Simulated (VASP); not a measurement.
Write the native input for VASP 6.6.1 that does the following.

| Item | Value |
| --- | --- |
| Task | single point |
| Functional | PBE |
| Potentials or basis | VASP PAW PBE potentials, release 64 (Sn_d, O) |
| Cutoff | 600 eV |
| k mesh | 5 × 5 × 5 |
| Occupations | gaussian, width 0.2 eV |
| Spin | no spin polarisation |
| Dipole correction | no |
| Further INCAR settings | ALGO = Normal; EDIFF = 1e-06; NBANDS = 24 |

The structure of SnO3 lies in POSCAR:

```
SnO3
1.0
    3.5344750348      0.0000000000      0.0000000000
    0.0000000000      3.5344750348      0.0000000000
    0.0000000000      0.0000000000      3.2259543143
Sn O
1 3
Direct
    0.0000000000      0.0000000000      0.5000000000
    0.0000000000      0.5000000000      0.0000000000
    0.5000000000      0.0000000000      0.0000000000
    0.5000000000      0.5000000000      0.5000000000
```

The cell was generated, and may not be a known phase.

These files were run (other wordings do the same):

INCAR

```
PREC     = Accurate       # precision mode
ENCUT    = 600            # plane-wave cutoff, eV
EDIFF    = 1E-6           # SCF threshold, eV
ISMEAR   = 0              # smearing method
SIGMA    = 0.2            # smearing width, eV
LREAL    = F              # projectors in reciprocal space
LASPH    = T              # aspherical terms in the spheres
NELM     = 120            # most SCF steps
ALGO     = Normal         # electronic algorithm
ISIF     = 2              # what is computed and relaxed
LWAVE    = F              # write WAVECAR
LCHARG   = F              # write CHGCAR
GGA      = PE             # functional
NBANDS   = 24             # bands
GGA_COMPAT= F
```

KPOINTS

```
regular mesh
0
Gamma
  5 5 5
```

Potentials or basis: VASP PAW PBE potentials, release 64 (Sn_d, O).

Launch:

```sh
$ cat potpaw_PBE.64/Sn_d/POTCAR potpaw_PBE.64/O/POTCAR > POTCAR
$ mpirun -np 1 vasp_std > vasp.out
```

It gave:

```json
{
  "Pressure": "-0.8 GPa",
  "Band gap on the k mesh": "zero (bands 16 and 17 overlap by 0.60 eV)"
}
```

Caveat: the k points lie up to 0.39 Å⁻¹ apart, too coarse for converged energies and pressures of a metal; semilocal functionals underestimate gaps, and a narrow one can read as zero; spin-orbit coupling is left out, which moves the levels of the heavy elements.

It took 20 s on 1 thread of Intel(R) Xeon(R) Platinum 8375C CPU @ 2.90GHz (Ice Lake), with other jobs on the host, peak memory 0.16 GiB.
